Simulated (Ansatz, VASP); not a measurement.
# One calculation of Rb5Na2S, two programs

The input INCAR:

```
SYSTEM = Rb5Na2S
PREC     = Accurate       ! precision mode
ENCUT    = 600            ! plane-wave cutoff, eV
EDIFF    = 1E-6           ! SCF threshold, eV
ISMEAR   = 0              ! smearing method
SIGMA    = 0.1            ! smearing width, eV
LREAL    = .FALSE.        ! projectors in reciprocal space
LASPH    = .TRUE.         ! aspherical terms in the spheres
NELM     = 80             ! most SCF steps
ALGO     = Normal         ! electronic algorithm
ISIF     = 3              ! what is computed and relaxed
LWAVE    = .FALSE.        ! write WAVECAR
LCHARG   = .FALSE.        ! write CHGCAR
GGA      = PE             ! functional
IBRION   = 2              ! ionic algorithm
NSW      = 90             ! ionic steps
EDIFFG   = -0.04          ! ionic threshold
```

The input KPOINTS:

```
Automatic mesh
0
G
  3 3 2
  0 0 0
```

Contents of POSCAR:

```
Rb5Na2S
1.0
    6.0784024900      0.0000000000      0.0000000000
   -3.0392012500      5.2640509700      0.0000000000
    0.0000000000      0.0000000000     10.6247174400
Rb Na S
5 2 1
Direct
    0.3333333300      0.6666666700      0.1830378000
    0.6666666700      0.3333333300      0.1830378000
    0.6666666700      0.3333333300      0.8169622000
    0.3333333300      0.6666666700      0.8169622000
    0.0000000000      0.0000000000      0.5000000000
    0.3333333300      0.6666666700      0.5000000000
    0.6666666700      0.3333333300      0.5000000000
    0.0000000000      0.0000000000      0.0000000000
```

Input for Ansatz:

```yaml
crystal:
  lattice:
    - [6.07840249, 0.0, 0.0]
    - [-3.03920125, 5.26405097, 0.0]
    - [0.0, 0.0, 10.62471744]
  atoms:
    - { symbol: Rb, position: [0.33333333, 0.66666667, 0.1830378] }
    - { symbol: Rb, position: [0.66666667, 0.33333333, 0.1830378] }
    - { symbol: Rb, position: [0.66666667, 0.33333333, 0.8169622] }
    - { symbol: Rb, position: [0.33333333, 0.66666667, 0.8169622] }
    - { symbol: Rb, position: [0.0, 0.0, 0.5] }
    - { symbol: Na, position: [0.33333333, 0.66666667, 0.5] }
    - { symbol: Na, position: [0.66666667, 0.33333333, 0.5] }
    - { symbol: S, position: [0.0, 0.0, 0.0] }
basis:
  ecutwfc: 420
kpoints:
  mp_grid: { grid: [3, 3, 2] }
hamiltonian:
  xc: pbe
scf:
  occupations: { method: gaussian, width: 0.1 }
  lower_state_search: "off"
output:
  forces: true
  stress: true
  eigenvalues: true
relax:
  adjacent_minimum: "off"
  f_tol: 0.04
  max_steps: 70
  cell: { stress_tol: 0.4 }
```

Alike in both runs: task relaxation of cell and atoms; functional PBE; k mesh 3 × 3 × 2; occupations gaussian, width 0.1 eV; no spin polarisation.

```csv
,VASP,Ansatz
version,VASP 6.6.1,Ansatz 0.2.0
potentials or method,"VASP PAW PBE potentials, release 64 (Rb_sv, Na_pv, S), cutoff 600 eV","scalar-relativistic, plane waves, PAW"
valence electrons in the cell,65,69
```

Ansatz gave:

```
gap on the k mesh at the Fermi level, each at its own relaxed structure (eV) : none
relaxed volume (Å³/atom)                                                     : 52.34
relaxed cell length with the largest relative difference (Å)                 : 11.599
```

Q: Which values does VASP return?

A: gap on the k mesh at the Fermi level, each at its own relaxed structure (eV): none; relaxed volume (Å³/atom): 53.06; relaxed cell length with the largest relative difference (Å): 11.789.

A gap of «none» marks a metal or a gap that the smearing closes. VASP's potentials hold 65 valence electrons a cell and Ansatz's 69, so a difference there can come from the potentials and not from the codes.

The k mesh is coarse, so the values compare programs but aren't converged. Noted on VASP's run: the volume moved by over 15 % at a fixed basis, so the end points are rough.
